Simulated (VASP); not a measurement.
Set up this calculation in VASP 6.6.1, as the native input.

| Item | Value |
| --- | --- |
| Task | single point |
| Functional | PBE |
| Dispersion | D3(BJ) |
| Potentials or basis | VASP PAW PBE potentials, release 64 (Mo_sv, F) |
| Cutoff | 520 eV |
| k mesh | 3 × 3 × 3 |
| Occupations | fermi-dirac, width 0.1 eV |
| Spin | no spin polarisation |
| Dipole correction | no |
| Further INCAR settings | LREAL = Auto; ALGO = Normal; EDIFF = 1e-06; NBANDS = 130 |

The structure of Mo16F (a cell with a defect) lies in POSCAR:

```
Mo16F
1.0
    6.3000000000      0.0000000000      0.0000000000
    0.0000000000      6.3000000000      0.0000000000
    0.0000000000      0.0000000000      6.3000000000
Mo F
16 1
Direct
    0.0043211111      0.0044758730     -0.0017707937
    0.4955661905      0.0044725397     -0.0017709524
    0.0009968254      0.4973226984      0.0029666667
    0.0013215873      0.0003292063      0.5018546032
    0.2499369841      0.2470295238      0.2488688889
    0.4988809524      0.4973193651      0.0029674603
    0.4985534921      0.0003206349      0.5018565079
    0.7499406349      0.2480011111      0.2494366667
    0.0324434921      0.4760722222      0.5075839683
    0.2499439683      0.7543600000      0.2483577778
    0.2499334921      0.2438033333      0.7580176190
    0.4674138095      0.4760196825      0.5075906349
    0.7499417460      0.7833446032      0.2105295238
    0.7499398413      0.2476887302      0.7538015873
    0.2499447619      0.7518107937      0.7526431746
    0.7499439683      0.7633295238      0.7661514286
    0.7499057143      0.6134646032      0.4771147619
```

The input as run:

INCAR

```
PREC = Accurate
ENCUT = 520
EDIFF = 1E-6
ISMEAR = -1
SIGMA = 0.1
LREAL = Auto
LASPH = True
NELM = 100
ALGO = Normal
ISIF = 2
LWAVE = False
LCHARG = False
GGA = PE
IVDW = 12
NBANDS = 130
```

KPOINTS

```
Automatic mesh
0
Gamma
  3 3 3
```

Potentials or basis: VASP PAW PBE potentials, release 64 (Mo_sv, F).

Launch:

```console
$ cat potpaw_PBE.64/Mo_sv/POTCAR potpaw_PBE.64/F/POTCAR > POTCAR
$ mpirun -np 1 vasp_std > vasp.out
```

It gave:

```yaml
Pressure: 8.3 GPa
Largest_force: 0.521 eV/Å
Band_gap_on_the_k_mesh: zero (an odd number of electrons rules out a gap without spin polarisation)
Dispersion_energy_per_atom: -0.689 eV
```

Caveat: an odd number of electrons without spin polarisation forces a metal; a magnetic or distorted state may lie lower.

Wall time 32 min on 1 thread of Intel Xeon 8259CL, on a shared host, peak memory 0.5 GiB.
